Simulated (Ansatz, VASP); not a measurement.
One calculation of NaLaMnMoO6, two programs

```xyz
10
Lattice="0.0000 3.8626 3.8626 3.8626 0.0000 3.8626 3.8626 3.8626 0.0000" Properties=species:S:1:pos:R:3 pbc="T T T"
Na    1.9313    1.9313    1.9313
La    5.7939    5.7939    5.7939
Mn    3.8626    3.8626    3.8626
Mo    0.0000    0.0000    0.0000
O     1.9574    3.8626    3.8626
O     3.8626    3.8626    1.9574
O     3.8626    1.9574    3.8626
O     3.8626    5.7678    3.8626
O     3.8626    3.8626    5.7678
O     5.7678    3.8626    3.8626
```

Alike in both runs: functional LDA; k mesh 6 × 6 × 6; occupations fermi-dirac, width 0.05 eV; collinear spin.

```csv
,VASP,Ansatz
version,VASP 6.6.1,Ansatz 0.2.0
potentials or method,"VASP PAW LDA potentials, release 64 (Na_pv, La, Mn_pv, Mo_sv, O)",Ansatz PAW
plane-wave cutoff (eV),520,420
valence electrons in the cell,81,85
task,single point,band structure
```

Ansatz gave:

- gap on the k mesh at the Fermi level (eV): none
- pressure (GPa): -12.6
- net moment per atom (μB): 0.12
- size of the moment on the site where the two differ most (μB): 0.38

**Question.** Which values does VASP return?

**Answer.** gap on the k mesh at the Fermi level (eV): none; pressure (GPa): -12.2; net moment per atom (μB): 0.11; size of the moment on the site where the two differ most (μB): 0.54.

LDA's correlation is that of Perdew and Zunger in VASP and of Perdew and Wang (1992) in Ansatz. Site moments also hang on the region over which each program counts them. A gap of «none» marks a metal or a gap that the smearing closes. VASP's potentials hold 81 valence electrons a cell and Ansatz's 85, so a difference there can come from the potentials and not from the codes.

Spin-orbit coupling is off throughout.
